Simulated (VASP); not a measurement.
# SiC (I-4m2) in VASP: a series of runs

Runs on SiC. Level: PBE. Tasks: single point.

Everything below comes from runs of VASP 6.6.1. Logs are shortened: lines on timing, memory, paths and dates and some standing lists are left out, and cuts for length are marked.

## Step 1: The cell of the first run

It takes space group I-4m2 (No. 119, tetragonal). The conventional cell has a = 2.978 Å, b = 2.978 Å, c = 4.633 Å, α = 90.00°, β = 90.00°, γ = 90.00°. Si (site symmetry -4m2) has 4 C at 1.89 Å within 2.5 Å. C (site symmetry -4m2) has 4 Si at 1.89 Å within 2.5 Å.

## Step 2: Single point, PBE

INCAR reads:

```
ALGO = Normal
EDIFF = 1E-6
ENCUT = 520
GGA = PE
ISIF = 2
ISMEAR = 0
LASPH = T
LCHARG = T
LELF = T
LREAL = F
LVHAR = T
LWAVE = F
NBANDS = 11
NELM = 100
PREC = Accurate
SIGMA = 0.05
```

KPOINTS reads:

```
k-points
0
Gamma
  4 4 4
```

POSCAR reads:

```
SiC
1.0
    0.0000000000      2.1060175116      2.3166192627
    2.1060175116      0.0000000000      2.3166192627
    2.1060175116      2.1060175116      0.0000000000
Si C
1 1
Direct
    0.0000000000      0.0000000000      0.0000000000
    0.7500000000      0.7500000000      0.7500000000
```

Potentials or basis: VASP PAW PBE potentials, release 64 (Si, C).

Launch:

```sh
$ cat potpaw_PBE.64/Si/POTCAR potpaw_PBE.64/C/POTCAR > POTCAR
$ mpirun -np 1 vasp_std > vasp.out
```

OUTCAR:

```text
EDIFF = 1E-6
   ENCUT = 520
   GGA = PE
   ISIF = 2
   ISMEAR = 0
   LASPH = T
   LREAL = F
   NELM = 100
   PREC = Accurate

 ion  position               nearest neighbor table
   1  0.000  0.000  0.000-   2 1.89   2 1.89   2 1.89   2 1.89
   2  0.750  0.750  0.750-   1 1.89   1 1.89   1 1.89   1 1.89

  LATTYP: Found a body centered tetragonal cell.
 ALAT       =     2.9783585275
 C/A-ratio  =     1.5556349186

  Lattice vectors:

 A1 = (  -2.1060175116,   0.0000000000,   2.3166192627)
 A2 = (   2.1060175116,   0.0000000000,   2.3166192627)
 A3 = (   0.0000000000,   2.1060175116,  -2.3166192627)

Analysis of symmetry for initial positions (statically):
=====================================================================
 Subroutine PRICEL returns:
 Original cell was already a primitive cell.

 Routine SETGRP: Setting up the symmetry group for a
 body centered tetragonal supercell.

 Subroutine GETGRP returns: Found  8 space group operations
 (whereof  8 operations were pure point group operations)
 out of a pool of 16 trial point group operations.

The static configuration has the point symmetry D_2d.

Analysis of symmetry for dynamics (positions and initial velocities):
=====================================================================
 Subroutine PRICEL returns:
 Original cell was already a primitive cell.

 Routine SETGRP: Setting up the symmetry group for a
 body centered tetragonal supercell.

 Subroutine GETGRP returns: Found  8 space group operations
 (whereof  8 operations were pure point group operations)
 out of a pool of 16 trial point group operations.

The dynamic configuration has the point symmetry D_2d.

 Subroutine INISYM returns: Found  8 space group operations
 (whereof  8 operations are pure point group operations),
 and found     1 'primitive' translations

----------------------------------------------------------------------------------------

                                     Primitive cell

  volume of cell :      20.5498

  direct lattice vectors                    reciprocal lattice vectors
     0.000000000  2.106017512  2.316619263    -0.237414930  0.237414930  0.215831755
     2.106017512  0.000000000  2.316619263     0.237414930 -0.237414930  0.215831755
     2.106017512  2.106017512  0.000000000     0.237414930  0.237414930 -0.215831755

  length of vectors
     3.130820111  3.130820111  2.978358527     0.399142887  0.399142887  0.399142887

  position of ions in fractional coordinates (direct lattice)
     0.000000000  0.000000000  0.000000000
     0.750000000  0.750000000  0.750000000

  ion indices of the primitive-cell ions
   primitive index   ion index
                 1           1
                 2           2

----------------------------------------------------------------------------------------

 KPOINTS: k-points

Automatic generation of k-mesh.
 Grid dimensions read from file:
 generate k-points for:    4    4    4

 Generating k-lattice:

  Cartesian coordinates                     Fractional coordinates (reciprocal lattice)
    -0.059353732  0.059353732  0.053957939     0.250000000  0.000000000  0.000000000
     0.059353732 -0.059353732  0.053957939     0.000000000  0.250000000  0.000000000
     0.059353732  0.059353732 -0.053957939     0.000000000  0.000000000  0.250000000

  Length of vectors
     0.099785722  0.099785722  0.099785722

  Shift w.r.t. Gamma in fractional coordinates (k-lattice)
     0.000000000  0.000000000  0.000000000

 Subroutine IBZKPT returns following result:
 ===========================================

 Found     13 irreducible k-points:

 Following reciprocal coordinates:
            Coordinates               Weight
  0.000000  0.000000  0.000000      1.000000
  0.250000  0.000000  0.000000      8.000000
  0.500000  0.000000  0.000000      4.000000
  0.250000  0.250000  0.000000      2.000000
  0.500000  0.250000  0.000000      8.000000
 -0.250000  0.250000  0.000000      4.000000
  0.500000  0.500000  0.000000      1.000000
  0.250000  0.000000  0.250000      4.000000
  0.500000  0.000000  0.250000     16.000000
 -0.250000  0.000000  0.250000      8.000000
 -0.250000  0.500000  0.250000      4.000000
  0.500000  0.000000  0.500000      2.000000
 -0.250000  0.250000  0.500000      2.000000
   k-points           NKPTS =     13   k-points in BZ     NKDIM =     13   number of bands    NBANDS=     11
   number of dos      NEDOS =    301   number of ions     NIONS =      2
   total plane-waves  NPLWV =  13824
   dimension x,y,z NGX =    24 NGY =   24 NGZ =   24
   dimension x,y,z NGXF=    48 NGYF=   48 NGZF=   48
   ions per type =               1   1
   NGX,Y,Z   is equivalent  to a cutoff of  12.74, 12.74, 13.40 a.u.
   NGXF,Y,Z  is equivalent  to a cutoff of  25.49, 25.49, 26.79 a.u.
 SYSTEM =  unknown system
   PREC   = accura    normal or accurate (medium, high low for compatibility)
   ISTART =      0    job   : 0-new  1-cont  2-samecut
   ICHARG =      2    charge: 1-file 2-atom 10-const
   ISPIN  =      1    spin polarized calculation?
   LNONCOLLINEAR =      F non collinear calculations
   LSORBIT =      F    spin-orbit coupling
   LASPH  =      T    aspherical Exc in radial PAW
   ENCUT  =  520.0 eV  38.22 Ry    6.18 a.u.   5.82  5.82  5.54*2*pi/ulx,y,z
   NELM   =    100;   NELMIN=  2; NELMDL= -5     # of ELM steps
   EDIFF  = 0.1E-05   stopping-criterion for ELM
   LREAL  =      F    real-space projection
   EDIFFG = 0.1E-04   stopping-criterion for IOM
   NSW    =      0    number of steps for IOM
   IBRION =     -1    ionic relax: 0-MD 1-quasi-New 2-CG
   NFREE  =      0    steps in history (QN), initial steepest desc. (CG)
   ISIF   =      2    stress and relaxation
   ISYM   =      2    0-nonsym 1-usesym 2-fastsym
   POTIM  = 0.5000    time-step for ionic-motion
   TEBEG  =    0.0;   TEEND  =   0.0 temperature during run
   PSTRESS=    0.0 pullay stress
   NELECT =       8.0000    total number of electrons
   NUPDOWN=      -1.0000    fix difference up-down
   EMIN   =  10.00;   EMAX   =-10.00  energy-range for DOS
   EFERMI =   0.00;   METHOD = LEGACY
   ISMEAR =     0;   SIGMA  =   0.05  broadening in eV -4-tet -1-fermi 0-gaus
   EFERMI_NEDOS =   21; number of points for ismear=-14 and -15
   IALGO  =     38    algorithm
   IMIX   =      4    mixing-type and parameters
     AMIX     =   0.40;   BMIX     =  1.00
     AMIX_MAG =   1.60;   BMIX_MAG =  1.00
  volume/ion in A,a.u.               =      10.27        69.34
  Fermi-wavevector in a.u.,A,eV,Ry     =   1.195369  2.258920 19.441458  1.428907
  Thomas-Fermi vector in A             =   2.331336
   LORBIT       =      0    0 simple, 1 ext, 2 COOP (PROOUT), +10 PAW based schemes
   GGA     = PE    functional components
   LHFCALC =     F    Hartree Fock is set to
   AEXX    =    0.0000 exact exchange contribution
   IVDW    =     0    specifies the selected vdW correction
   LEPSILON=     F    determine dielectric tensor
   LRPA    =     F    only Hartree local field effects (RPA)
 non-spin polarized calculation
 Gauss-broadening in eV      SIGMA  =   0.05
  energy-cutoff  :      520.00
  volume of cell :       20.55
 maximum number of plane-waves:       572
   NGX = 11   NGY = 11   NGZ = 11

 number of electron       8.0000001 magnetization

 Free energy of the ion-electron system (eV)
  ---------------------------------------------------
  ext. energy  EPLUGINS =         0.00000000
  ---------------------------------------------------
  free energy    TOTEN  =       -14.81534776 eV

  energy without entropy =      -14.81534776  energy(sigma->0) =      -14.81534776

 E-fermi :   8.7885     XC(G=0): -11.3820

 val. band max:        8.5312013605   @ k =   0.0000   0.0000   0.0000
 cond. band min:       9.3255314258   @ k =   0.5000   0.0000   0.5000
 fundamental gap:      0.7943300653
 Fermi energy:         8.7884645627

 k-point     1 :       0.0000    0.0000    0.0000
  band No.  band energies     occupation
      1      -7.2288      2.00000
      2       7.7701      2.00000
      3       8.5312      2.00000
      4       8.5312      2.00000
      5      14.4620      0.00000
      6      15.5235      0.00000
      7      15.5235      0.00000
      8      15.7177      0.00000
      9      21.0559      0.00000
     10      23.3533      0.00000
     11      24.2456      0.00000

 k-point     2 :       0.2500    0.0000    0.0000
  band No.  band energies     occupation
      1      -6.0176      2.00000
      2       3.9526      2.00000
      3       7.2065      2.00000
      4       8.1164      2.00000
      5      13.8067      0.00000
      6      15.9995      0.00000
      7      16.5393      0.00000
      8      17.7214      0.00000
      9      21.0048      0.00000
     10      21.7341      0.00000
     11      23.9277      0.00000

 k-point     3 :       0.5000    0.0000    0.0000
  band No.  band energies     occupation
      1      -3.5994      2.00000
      2      -0.3401      2.00000
      3       6.5796      2.00000
      4       7.8303      2.00000
      5      12.8795      0.00000
      6      15.6485      0.00000
      7      16.2061      0.00000
      8      18.4418      0.00000
      9      24.0315      0.00000
     10      24.9642      0.00000
     11      26.6513      0.00000
[... 113 lines left out ...]
 k-point    12 :       0.5000    0.0000    0.5000
  band No.  band energies     occupation
      1      -1.8888      2.00000
      2       0.8239      2.00000
      3       4.6522      2.00000
      4       4.8367      2.00000
      5       9.3255      0.00000
      6      12.0231      0.00000
      7      20.6065      0.00000
      8      23.2124      0.00000
      9      23.5837      0.00000
     10      28.5060      0.00000
     11      29.0516      0.00000

 k-point    13 :      -0.2500    0.2500    0.5000
  band No.  band energies     occupation
      1      -1.7253      2.00000
      2       1.4661      2.00000
      3       3.3553      2.00000
      4       3.5306      2.00000
      5      12.6627      0.00000
      6      16.1468      0.00000
      7      16.7788      0.00000
      8      16.9004      0.00000
      9      23.8879      0.00000
     10      27.0482      0.00000
     11      30.5961      0.00000

------------------------ aborting loop because EDIFF is reached ----------------------------------------

  FORCE on cell =-STRESS in cart. coord.  units (eV):
  Direction    XX          YY          ZZ          XY          YZ          ZX
  --------------------------------------------------------------------------------------
  -------------------------------------------------------------------------------------
  Total        1.8438476      1.8438476     -1.9339598      0.0000000      0.0000000      0.0000000
  in kB      143.7563367    143.7563367   -150.7819728      0.0000000      0.0000000      0.0000000
  external PRESSURE =      45.5769002 kB  Pullay stress =       0.0000000 kB

 VOLUME and BASIS-vectors are now :
 -----------------------------------------------------------------------------
  energy-cutoff  :      520.00
  volume of cell :       20.55
      direct lattice vectors                 reciprocal lattice vectors
     0.000000000  2.106017512  2.316619263    -0.237414930  0.237414930  0.215831755
     2.106017512  0.000000000  2.316619263     0.237414930 -0.237414930  0.215831755
     2.106017512  2.106017512  0.000000000     0.237414930  0.237414930 -0.215831755

 POSITION                                       TOTAL-FORCE (eV/Angst)
 -----------------------------------------------------------------------------------
      0.00000      0.00000      0.00000        -0.000000     -0.000000     -0.000000
      3.15903      3.15903      3.47493         0.000000      0.000000      0.000000
 -----------------------------------------------------------------------------------
    total drift:                                0.000000      0.000000     -0.000000

  FREE ENERGIE OF THE ION-ELECTRON SYSTEM (eV)
  ---------------------------------------------------
  free  energy   TOTEN  =       -14.8153477637 eV

  energy  without entropy=      -14.8153477637  energy(sigma->0) =      -14.81534776
```

It took 12 s on 1 thread of AMD EPYC 7R13, shared host; peak memory 0.1 GiB.

What came out:

| Item | Value |
| --- | --- |
| Free energy | -14.8153 eV |
| Pressure | 4.6 GPa |
| Band gap on the k mesh | 0.79 eV, indirect (least direct gap 4.43 eV) |

Stress tensor (GPa, compression positive):
```
 14.38   0.00   0.00
  0.00  14.38   0.00
  0.00   0.00 -15.08
```

Caveat: the k points lie up to 0.63 Å⁻¹ apart. A k mesh can miss the band edges.

## Step 3: Single point, PBE

This run uses another cell than the first one, of the same volume but with other edges.

INCAR reads:

```
PREC = Accurate
ENCUT = 520
EDIFF = 1E-6
ISMEAR = 0
SIGMA = 0.05
LREAL = False
LASPH = True
NELM = 80
ALGO = Normal
ISIF = 2
LWAVE = False
LCHARG = True
GGA = PE
LELF = True
LVHAR = True
NBANDS = 11
```

KPOINTS reads:

```
Automatic mesh
0
Gamma
  4 4 4
```

POSCAR reads:

```
SiC
1.0
    0.0000000000      2.5096996737      1.6313047879
    2.5096996737      0.0000000000      1.6313047879
    2.5096996737      2.5096996737      0.0000000000
Si C
1 1
Direct
    0.0000000000      0.0000000000      0.0000000000
    0.7500000000      0.7500000000      0.7500000000
```

Potentials or basis: VASP PAW PBE potentials, release 64 (Si, C).

Launch:

```sh
$ cat potpaw_PBE.64/Si/POTCAR potpaw_PBE.64/C/POTCAR > POTCAR
$ mpirun -np 1 vasp_std > vasp.out
```

Run time: 13 s. Hardware: 1 thread of AMD EPYC 7R13, shared host; peak memory 0.1 GiB.

It converged, with:

```
Free energy            : -13.7185 eV
Pressure               : -9.1 GPa
Band gap on the k mesh : zero (band 4 reaches 10.22 eV, above the bottom of band 5 at 7.99 eV)
```

Stress tensor (GPa, compression positive):
```
-29.63   0.00   0.00
  0.00 -29.63   0.00
  0.00   0.00  32.09
```

Levels at points of the mesh, in eV from the Fermi level:
| k point | band 2 | band 3 | band 4 | band 5 | band 6 | band 7 |
| --- | --- | --- | --- | --- | --- | --- |
| (0.00, 0.00, 0.00) | -1.08 | -1.08 | 1.03 | 4.53 | 6.90 | 8.05 |
| (0.50, 0.00, 0.00) | -9.02 | -3.37 | -0.90 | 1.37 | 3.91 | 9.03 |
| (0.50, 0.50, 0.00) | -6.35 | -6.35 | -4.73 | -1.20 | 0.32 | 12.36 |
| (0.50, 0.00, 0.50) | -10.20 | -1.68 | -1.23 | 3.47 | 6.82 | 8.17 |

Caveat: the k points lie up to 0.65 Å⁻¹ apart.

## Step 4: Single point, PBE

This run uses another cell than the first one, of the same volume but with other edges.

INCAR reads:

```
PREC = Accurate
ENCUT = 520
EDIFF = 1E-6
ISMEAR = 0
SIGMA = 0.05
LREAL = F
LASPH = T
NELM = 100
ALGO = Normal
ISIF = 2
LWAVE = F
LCHARG = T
GGA = PE
LELF = T
LVHAR = T
NBANDS = 11
```

KPOINTS reads:

```
regular mesh
0
Gamma
  4 4 4
```

POSCAR reads:

```
SiC
1.0
    0.0000000000      1.8991639303      2.8487458955
    1.8991639303      0.0000000000      2.8487458955
    1.8991639303      1.8991639303      0.0000000000
Si C
1 1
Direct
    0.0000000000      0.0000000000      0.0000000000
    0.7500000000      0.7500000000      0.7500000000
```

Launch:

```sh
$ cat potpaw_PBE.64/Si/POTCAR potpaw_PBE.64/C/POTCAR > POTCAR
$ mpirun -np 1 vasp_std > vasp.out
```

It took 13 s on 1 thread of AMD EPYC 7R13, shared host; peak memory 0.1 GiB.

Results (log left out):

- Free energy: -12.4601 eV
- Pressure: 2.1 GPa
- Band gap on the k mesh: zero (band 4 reaches 10.45 eV, above the bottom of band 5 at 9.16 eV)

Stress tensor (GPa, compression positive):
```
 39.72   0.00   0.00
  0.00  39.72   0.00
  0.00   0.00 -73.12
```

Levels at points of the mesh, in eV from the Fermi level:
```csv
k point,band 1,band 2,band 3,band 4,band 5,band 6,band 7,band 8,band 9
"(0.00, 0.00, 0.00)",-17.44,-4.95,-0.14,-0.14,0.04,5.34,6.11,6.11,9.20
"(0.50, 0.00, 0.00)",-13.44,-10.35,-5.52,-1.63,0.20,7.00,8.90,9.33,13.11
"(0.50, 0.50, 0.00)",-14.10,-12.87,-1.65,-1.65,2.67,7.00,7.74,11.93,11.93
"(0.50, 0.00, 0.50)",-10.93,-7.77,-6.20,-5.34,-1.09,0.54,5.23,9.25,10.88
```

Caveat: the k points lie up to 0.65 Å⁻¹ apart.

## Step 5: The runs side by side

```csv
cell,gap on the mesh (eV),pressure (GPa)
"a = 3.131, b = 3.131, c = 2.978 Å, angles 61.6, 61.6, 56.8°, 2 atoms",0.79,4.6
"a = 2.993, b = 2.993, c = 3.549 Å, angles 53.6, 53.6, 72.7°, 2 atoms",none,-9.1
"a = 3.424, b = 3.424, c = 2.686 Å, angles 66.9, 66.9, 46.2°, 2 atoms",none,2.1
```

Alike in all rows: task single point; level PBE; potentials or basis VASP PAW PBE potentials, release 64 (Si, C); no spin polarisation; k mesh 4 × 4 × 4; cutoff (eV) 520; smearing gaussian 0.05 eV.

Caveats: all runs use coarse meshes.

Total energies depend on the potentials used, so only differences within one code and one set of settings carry meaning.
